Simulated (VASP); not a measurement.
# Cu2BrCl (R-3m) in VASP: notebook

Cu2BrCl is run at these levels: PBE; tasks: single point.

All numbers are computed with VASP 6.6.1; they aren't measurements. Logs are shortened: lines on timing, memory, paths and dates and some standing lists are left out, and cuts for length are marked.

## Step 1: The cell of the first run

It takes space group R-3m (No. 166, trigonal). The conventional cell has a = 3.736 Å, b = 3.736 Å, c = 18.263 Å, α = 90.00°, β = 90.00°, γ = 120.00°. Br (site symmetry -3m) has 6 Cu at 2.66 Å within 3.5 Å. Cu (site symmetry 3m) has 3 Cl at 2.62 Å and 3 Br at 2.66 Å within 3.5 Å. Cl (site symmetry -3m) has 6 Cu at 2.62 Å within 3.5 Å.

## Step 2: Single point, PBE

File INCAR:

```
ALGO = Fast ; EDIFF = 1E-7
ENCUT = 520 ; GGA = PE
ISIF = 2 ; ISMEAR = -1
LASPH = True ; LCHARG = False
LREAL = False ; LWAVE = False
NBANDS = 26 ; NELM = 80
PREC = Accurate ; SIGMA = 0.05
```

File KPOINTS:

```
k-points
0
Gamma
  8 8 8
```

File POSCAR:

```
Cu2BrCl
1.0
    1.8677984561      1.0783739414      6.0875595502
   -1.8677984561      1.0783739414      6.0875595502
    0.0000000000     -2.1567478828      6.0875595502
Br Cu Cl
1 2 1
Direct
    0.0000000000      0.0000000000      0.0000000000
    0.7516030000      0.7516030000      0.7516030000
    0.2483970000      0.2483970000      0.2483970000
    0.5000000000      0.5000000000      0.5000000000
```

Potentials or basis: VASP PAW PBE potentials, release 64 (Br, Cu, Cl).

The run is started by

```console
> cat potpaw_PBE.64/Br/POTCAR potpaw_PBE.64/Cu/POTCAR potpaw_PBE.64/Cl/POTCAR > POTCAR
> mpirun -np 1 vasp_std > vasp.out
```

OUTCAR:

```text
EDIFF = 1E-7
   ENCUT = 520
   GGA = PE
   ISIF = 2
   ISMEAR = -1
   LASPH = True
   LREAL = False
   NELM = 80
   PREC = Accurate

 ion  position               nearest neighbor table
   1  0.000  0.000  0.000-   2 2.66   3 2.66   2 2.66   2 2.66   3 2.66   3 2.66
   2  0.752  0.752  0.752-   4 2.62   4 2.62   4 2.62   1 2.66   1 2.66   1 2.66
   3  0.248  0.248  0.248-   4 2.62   4 2.62   4 2.62   1 2.66   1 2.66   1 2.66
   4  0.500  0.500  0.500-   3 2.62   2 2.62   3 2.62   3 2.62   2 2.62   2 2.62

  LATTYP: Found a trigonal (rhomboedric) cell.
 ALAT       =     6.4583235214
 COS(alpha) =     0.8327175323

  Lattice vectors:

 A1 = (   1.8677984561,   1.0783739414,   6.0875595502)
 A2 = (  -1.8677984561,   1.0783739414,   6.0875595502)
 A3 = (   0.0000000000,  -2.1567478828,   6.0875595502)

Analysis of symmetry for initial positions (statically):
=====================================================================
 Subroutine PRICEL returns:
 Original cell was already a primitive cell.

 Routine SETGRP: Setting up the symmetry group for a
 trigonal (rhombohedral) supercell.

 Subroutine GETGRP returns: Found 12 space group operations
 (whereof 12 operations were pure point group operations)
 out of a pool of 12 trial point group operations.

The static configuration has the point symmetry D_3d.

Analysis of symmetry for dynamics (positions and initial velocities):
=====================================================================
 Subroutine PRICEL returns:
 Original cell was already a primitive cell.

 Routine SETGRP: Setting up the symmetry group for a
 trigonal (rhombohedral) supercell.

 Subroutine GETGRP returns: Found 12 space group operations
 (whereof 12 operations were pure point group operations)
 out of a pool of 12 trial point group operations.

The dynamic configuration has the point symmetry D_3d.

 Subroutine INISYM returns: Found 12 space group operations
 (whereof 12 operations are pure point group operations),
 and found     1 'primitive' translations

----------------------------------------------------------------------------------------

                                     Primitive cell

  volume of cell :      73.5688

  direct lattice vectors                    reciprocal lattice vectors
     1.867798456  1.078373941  6.087559550     0.267694835  0.154553685  0.054756480
    -1.867798456  1.078373941  6.087559550    -0.267694835  0.154553685  0.054756480
     0.000000000 -2.156747883  6.087559550     0.000000000 -0.309107370  0.054756480

  length of vectors
     6.458323521  6.458323521  6.458323521     0.313919796  0.313919796  0.313919796

  position of ions in fractional coordinates (direct lattice)
     0.000000000  0.000000000  0.000000000
     0.751603000  0.751603000  0.751603000
     0.248397000  0.248397000  0.248397000
     0.500000000  0.500000000  0.500000000

  ion indices of the primitive-cell ions
   primitive index   ion index
                 1           1
                 2           2
                 3           3
                 4           4

----------------------------------------------------------------------------------------

 KPOINTS: k-points

Automatic generation of k-mesh.
 Grid dimensions read from file:
 generate k-points for:    8    8    8

 Generating k-lattice:

  Cartesian coordinates                     Fractional coordinates (reciprocal lattice)
     0.033461854  0.019319211  0.006844560     0.125000000  0.000000000  0.000000000
    -0.033461854  0.019319211  0.006844560     0.000000000  0.125000000  0.000000000
     0.000000000 -0.038638421  0.006844560     0.000000000  0.000000000  0.125000000

  Length of vectors
     0.039239975  0.039239975  0.039239975

  Shift w.r.t. Gamma in fractional coordinates (k-lattice)
     0.000000000  0.000000000  0.000000000

 Subroutine IBZKPT returns following result:
 ===========================================

 Found     65 irreducible k-points:

 Following reciprocal coordinates:
            Coordinates               Weight
  0.000000  0.000000  0.000000      1.000000
  0.125000 -0.000000  0.000000      6.000000
  0.250000 -0.000000  0.000000      6.000000
  0.375000  0.000000  0.000000      6.000000
  0.500000 -0.000000  0.000000      3.000000
  0.125000  0.125000  0.000000      6.000000
[... 16 lines left out ...]
  0.250000  0.125000  0.125000      6.000000
  0.375000  0.125000  0.125000      6.000000
 [... further k-points ...]
   k-points           NKPTS =     65   k-points in BZ     NKDIM =     65   number of bands    NBANDS=     26
   number of dos      NEDOS =    301   number of ions     NIONS =      4
   total plane-waves  NPLWV = 110592
   dimension x,y,z NGX =    48 NGY =   48 NGZ =   48
   dimension x,y,z NGXF=    96 NGYF=   96 NGZF=   96
   ions per type =               1   2   1
   NGX,Y,Z   is equivalent  to a cutoff of  12.36, 12.36, 12.36 a.u.
   NGXF,Y,Z  is equivalent  to a cutoff of  24.71, 24.71, 24.71 a.u.
 SYSTEM =  unknown system
   PREC   = accura    normal or accurate (medium, high low for compatibility)
   ISTART =      0    job   : 0-new  1-cont  2-samecut
   ICHARG =      2    charge: 1-file 2-atom 10-const
   ISPIN  =      1    spin polarized calculation?
   LNONCOLLINEAR =      F non collinear calculations
   LSORBIT =      F    spin-orbit coupling
   LASPH  =      T    aspherical Exc in radial PAW
   ENCUT  =  520.0 eV  38.22 Ry    6.18 a.u.  12.01 12.01 12.01*2*pi/ulx,y,z
   NELM   =     80;   NELMIN=  2; NELMDL= -5     # of ELM steps
   EDIFF  = 0.1E-06   stopping-criterion for ELM
   LREAL  =      F    real-space projection
   EDIFFG = 0.1E-05   stopping-criterion for IOM
   NSW    =      0    number of steps for IOM
   IBRION =     -1    ionic relax: 0-MD 1-quasi-New 2-CG
   NFREE  =      0    steps in history (QN), initial steepest desc. (CG)
   ISIF   =      2    stress and relaxation
   ISYM   =      2    0-nonsym 1-usesym 2-fastsym
   POTIM  = 0.5000    time-step for ionic-motion
   TEBEG  =    0.0;   TEEND  =   0.0 temperature during run
   PSTRESS=    0.0 pullay stress
   NELECT =      36.0000    total number of electrons
   NUPDOWN=      -1.0000    fix difference up-down
   EMIN   =  10.00;   EMAX   =-10.00  energy-range for DOS
   EFERMI =   0.00;   METHOD = LEGACY
   ISMEAR =    -1;   SIGMA  =   0.05  broadening in eV -4-tet -1-fermi 0-gaus
   EFERMI_NEDOS =   21; number of points for ismear=-14 and -15
   IALGO  =     68    algorithm
   IMIX   =      4    mixing-type and parameters
     AMIX     =   0.40;   BMIX     =  1.00
     AMIX_MAG =   1.60;   BMIX_MAG =  1.00
  volume/ion in A,a.u.               =      18.39       124.12
  Fermi-wavevector in a.u.,A,eV,Ry     =   1.290063  2.437866 22.643679  1.664263
  Thomas-Fermi vector in A             =   2.421918
   LORBIT       =      0    0 simple, 1 ext, 2 COOP (PROOUT), +10 PAW based schemes
   GGA     = PE    functional components
   LHFCALC =     F    Hartree Fock is set to
   AEXX    =    0.0000 exact exchange contribution
   IVDW    =     0    specifies the selected vdW correction
   LEPSILON=     F    determine dielectric tensor
   LRPA    =     F    only Hartree local field effects (RPA)
 non-spin polarized calculation
 RMM-DIIS sequential band-by-band and
  energy-cutoff  :      520.00
  volume of cell :       73.57
 maximum number of plane-waves:      1996
   NGX = 25   NGY = 25   NGZ = 25

 number of electron      36.0000012 magnetization

 Free energy of the ion-electron system (eV)
  ---------------------------------------------------
  ext. energy  EPLUGINS =         0.00000000
  ---------------------------------------------------
  free energy    TOTEN  =       -11.48575585 eV

  energy without entropy =      -11.48477509  energy(sigma->0) =      -11.48526547

 E-fermi :   5.0924     XC(G=0): -10.2819

 val. band max:        5.0571021352   @ k =   0.0000   0.0000   0.0000
 cond. band min:       5.3281048142   @ k =   0.1250   0.1250   0.1250
 fundamental gap:      0.2710026790
 Fermi energy:         5.0923709803

 k-point     1 :       0.0000    0.0000    0.0000
  band No.  band energies     occupation
      1     -11.9131      2.00000
      2     -11.1811      2.00000
      3      -2.0613      2.00000
      4       0.5215      2.00000
      5       0.5215      2.00000
      6       1.7564      2.00000
[... 18 lines left out ...]
     25      14.0327      0.00000
     26      14.0613      0.00000

 k-point     2 :       0.1250   -0.0000    0.0000
  band No.  band energies     occupation
      1     -11.8278      2.00000
      2     -11.1498      2.00000
      3      -1.8831      2.00000
      4       0.2784      2.00000
      5       0.4995      2.00000
      6       0.9883      2.00000
[... 18 lines left out ...]
     25      13.6428      0.00000
     26      13.8066      0.00000

 k-point     3 :       0.2500   -0.0000    0.0000
  band No.  band energies     occupation
      1     -11.6060      2.00000
      2     -11.0756      2.00000
      3      -1.4070      2.00000
      4      -0.3794      2.00000
      5      -0.1673      2.00000
      6       0.4455      2.00000
[... 18 lines left out ...]
     25      12.5261      0.00000
     26      13.3501      0.00000

 k-point     4 :       0.3750    0.0000    0.0000
  band No.  band energies     occupation
      1     -11.3494      2.00000
      2     -11.0133      2.00000
      3      -1.1243      2.00000
      4      -1.0904      2.00000
      5      -0.5868      2.00000
      6       0.3937      2.00000
[... 18 lines left out ...]
     25      12.8276      0.00000
     26      13.1517      0.00000
[... 496 lines left out ...]
      1     -11.8891      2.00000
      2     -11.2130      2.00000
      3      -1.9581      2.00000
      4       0.5464      2.00000
      5       0.5464      2.00000
      6       1.4738      2.00000
[... 18 lines left out ...]
     25      14.0162      0.00000
     26      14.0163      0.00000

 k-point    23 :       0.2500    0.1250    0.1250
  band No.  band energies     occupation
      1     -11.7906      2.00000
      2     -11.1975      2.00000
      3      -1.7378      2.00000
      4       0.2977      2.00000
      5       0.5302      2.00000
      6       0.7511      2.00000
[... 18 lines left out ...]
     25      12.9979      0.00000
     26      13.8411      0.00000

 k-point    24 :       0.3750    0.1250    0.1250
  band No.  band energies     occupation
      1     -11.5651      2.00000
      2     -11.1244      2.00000
      3      -1.3614      2.00000
      4      -0.4020      2.00000
      5      -0.1230      2.00000
      6       0.4695      2.00000
[... 18 lines left out ...]
     25      12.1759      0.00000
     26      13.8539      0.00000

 [... further k-points ...]
[... 5 lines left out ...]
  --------------------------------------------------------------------------------------
  -------------------------------------------------------------------------------------
  Total        0.0508913      0.0508913      0.0058583      0.0000000      0.0000000      0.0000000
  in kB        1.1083073      1.1083073      0.1275826      0.0000000      0.0000000      0.0000000
  external PRESSURE =       0.7813991 kB  Pullay stress =       0.0000000 kB

 VOLUME and BASIS-vectors are now :
 -----------------------------------------------------------------------------
  energy-cutoff  :      520.00
  volume of cell :       73.57
      direct lattice vectors                 reciprocal lattice vectors
     1.867798456  1.078373941  6.087559550     0.267694835  0.154553685  0.054756480
    -1.867798456  1.078373941  6.087559550    -0.267694835  0.154553685  0.054756480
     0.000000000 -2.156747883  6.087559550     0.000000000 -0.309107370  0.054756480

 POSITION                                       TOTAL-FORCE (eV/Angst)
 -----------------------------------------------------------------------------------
      0.00000      0.00000      0.00000        -0.000000      0.000000     -0.000000
      0.00000      0.00000     13.72628        -0.000000      0.000000      0.093838
      0.00000      0.00000      4.53639        -0.000000     -0.000000     -0.093838
      0.00000      0.00000      9.13134         0.000000      0.000000     -0.000000
 -----------------------------------------------------------------------------------
    total drift:                                0.000000     -0.000000      0.000000

  FREE ENERGIE OF THE ION-ELECTRON SYSTEM (eV)
  ---------------------------------------------------
  free  energy   TOTEN  =       -11.4857558534 eV

  energy  without entropy=      -11.4847750937  energy(sigma->0) =      -11.48526547
```

Run time: 8.9 min. Hardware: 1 thread of Oxide Virtual Turin-like, shared host; peak memory 0.36 GiB.

Results:

```yaml
Free_energy: -11.4858 eV
Pressure: 0.1 GPa
Largest_force: 0.094 eV/Å
Band_gap_on_the_k_mesh: 0.15 eV
```

Forces in eV/Å, atoms in the order of the input:
```
Br   0.000  0.000  0.000
Cu   0.000  0.000  0.094
Cu   0.000  0.000 -0.094
Cl   0.000  0.000  0.000
```

Caveat: the smearing spreads over this small gap; semilocal functionals underestimate gaps, and a narrow one can read as zero. A k mesh can miss the band edges.

(Part 1 of 2 ends here.)

The gap in the log of VASP goes by the Fermi energy; the results here count the filled bands.